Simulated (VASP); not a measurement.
Write the native input for VASP 6.6.1 that does the following.

```yaml
Task: single point
Functional: PBE
Potentials_or_basis: VASP PAW PBE potentials, release 64 (Te, Mo_sv)
Cutoff: 520 eV
k_mesh: 12 × 12 × 3
Occupations: gaussian, width 0.01 eV
Spin: no spin polarisation
Dipole_correction: no
Further_INCAR_settings: ALGO = Normal; EDIFF = 1e-06; NBANDS = 35
```

The structure of Te2Mo lies in POSCAR:

```
Te2Mo
1.0
    3.5182000000      0.0000000000      0.0000000000
   -1.7591000000      3.0468505756      0.0000000000
    0.0000000000      0.0000000000     13.9736000000
Te Mo
4 2
Direct
    0.3333333333      0.6666666667      0.6201226892
    0.6666666667      0.3333333333      0.1201226892
    0.3333333333      0.6666666667      0.8798773108
    0.6666666667      0.3333333333      0.3798773108
    0.3333333333      0.6666666667      0.2500000000
    0.6666666667      0.3333333333      0.7500000000
```

One way to write it, as run:

INCAR

```
SYSTEM = Te2Mo
PREC = Accurate
ENCUT = 520
EDIFF = 1E-6
ISMEAR = 0
SIGMA = 0.01
LREAL = .FALSE.
LASPH = .TRUE.
NELM = 60
ALGO = Normal
ISIF = 2
LWAVE = .FALSE.
LCHARG = .TRUE.
GGA = PE
LELF = .TRUE.
LVHAR = .TRUE.
NBANDS = 35
```

KPOINTS

```
Automatic mesh
0
G
  12 12 3
  0 0 0
```

Potentials or basis: VASP PAW PBE potentials, release 64 (Te, Mo_sv).

Run with:

```console
$ cat potpaw_PBE.64/Te/POTCAR potpaw_PBE.64/Mo_sv/POTCAR > POTCAR
$ mpirun -np 1 vasp_std > vasp.out
```

Results of the run:

```
Pressure               : 2.2 GPa
Largest force          : 0.014 eV/Å
Band gap on the k mesh : 0.75 eV (least direct gap 1.05 eV)
```

Caveat: spin-orbit coupling is left out, which moves the levels of the heavy elements; an odd mesh through Γ misses points on the zone boundary, where band edges can lie; this functional lacks dispersion, which binds the layers, so the pressure and a relaxed spacing across them are unreliable.

Run time: 5.6 min on 1 thread of Intel Xeon 8259CL, on a shared host, peak memory 0.38 GiB.
